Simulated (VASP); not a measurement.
Wanted: the native input for a VASP 6.6.1 run.

| Item | Value |
| --- | --- |
| Task | single point |
| Functional | r2SCAN |
| Potentials or basis | VASP PAW PBE potentials, release 64 (B, N) |
| Cutoff | 520 eV |
| k mesh | 12 × 12 × 4 |
| Occupations | gaussian, width 0.05 eV |
| Spin | no spin polarisation |
| Dipole correction | no |
| Further INCAR settings | ALGO = Normal; EDIFF = 1e-06; NBANDS = 16 |

The system is BN.

```
CELL_PARAMETERS angstrom
2.56659 0.00000 0.00000
-1.28330 2.22273 0.00000
0.00000 0.00000 6.49467
ATOMIC_POSITIONS crystal
B 0.33333 0.66667 0.25000
B 0.66667 0.33333 0.75000
N 0.33333 0.66667 0.75000
N 0.66667 0.33333 0.25000
```

This cell differs from its parent crystal: strain +0.025 along x and y, -0.025 along z.

One way to write it, as run:

POSCAR

```
BN
1.0
    2.5665914969      0.0000000000      0.0000000000
   -1.2832957485      2.2227334374      0.0000000000
    0.0000000000      0.0000000000      6.4946700000
B N
2 2
Direct
    0.3333333333      0.6666666667      0.2500000000
    0.6666666667      0.3333333333      0.7500000000
    0.3333333333      0.6666666667      0.7500000000
    0.6666666667      0.3333333333      0.2500000000
```

INCAR.step1

```
PREC = Accurate
ENCUT = 520
ISMEAR = 0
SIGMA = 0.05
LREAL = F
LASPH = T
NELM = 80
NBANDS = 16
GGA = PE
ALGO = Normal
EDIFF = 1E-4
LWAVE = T
LCHARG = F
```

INCAR.step2

```
PREC = Accurate
ENCUT = 520
EDIFF = 1E-6
ISMEAR = 0
SIGMA = 0.05
LREAL = F
LASPH = T
NELM = 80
ALGO = Normal
ISIF = 2
LWAVE = F
LCHARG = F
METAGGA = R2SCAN
LMIXTAU = T
NBANDS = 16
ISTART = 1
```

KPOINTS

```
Automatic mesh
0
Gamma
  12 12 4
```

Potentials or basis: VASP PAW PBE potentials, release 64 (B, N).

Command:

```bash
$ cat potpaw_PBE.64/B/POTCAR potpaw_PBE.64/N/POTCAR > POTCAR
$ cp INCAR.step1 INCAR
$ mpirun -np 1 vasp_std > vasp.out
$ cp INCAR.step2 INCAR
$ mpirun -np 1 vasp_std > vasp.out
```

It gave:

```yaml
Pressure: -16.6 GPa
Band_gap_on_the_k_mesh: 4.68 eV (least direct gap 5.03 eV)
```

Caveat: the cell differs from its parent crystal (strain +0.025 along x and y, -0.025 along z); the stress differs along the axes, from -26 to 1 GPa; the PAW data sets were made with another functional, which shifts forces and pressure a little.

It took 2.9 min on 1 thread of Intel Xeon 8259CL, with other jobs on the host, peak memory 0.17 GiB.
